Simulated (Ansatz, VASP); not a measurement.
**Pt in VASP and in Ansatz**

```xyz
1
Lattice="2.6429 0.0000 0.0000 0.0000 2.6429 0.0000 0.0000 0.0000 2.6429" Properties=species:S:1:pos:R:3 pbc="T T T"
Pt    0.0000    0.0000    0.0000
```

Alike in both runs: task single point; functional RPBE; k mesh 13 × 13 × 13; occupations fermi-dirac, width 0.1 eV; no spin polarisation.

|  | VASP | Ansatz |
| --- | --- | --- |
| version | VASP 6.6.1 | Ansatz 0.2.0 |
| potentials or method | VASP PAW PBE potentials, release 64 (Pt), cutoff 520 eV | plane waves (420 eV) with PAW, scalar-relativistic |
| valence electrons in the cell | 10 | 18 |

```tsv
	VASP	Ansatz	Ansatz less VASP
pressure (GPa)	-0.4	0.0	+0.42
```

VASP's potentials were made for PBE, not for RPBE. With one functional, cell and mesh, what is left measures potentials, basis and numerics. VASP's potentials hold 10 valence electrons a cell and Ansatz's 18, so a difference there can come from the potentials and not from the codes.

Spin-orbit coupling is off throughout.
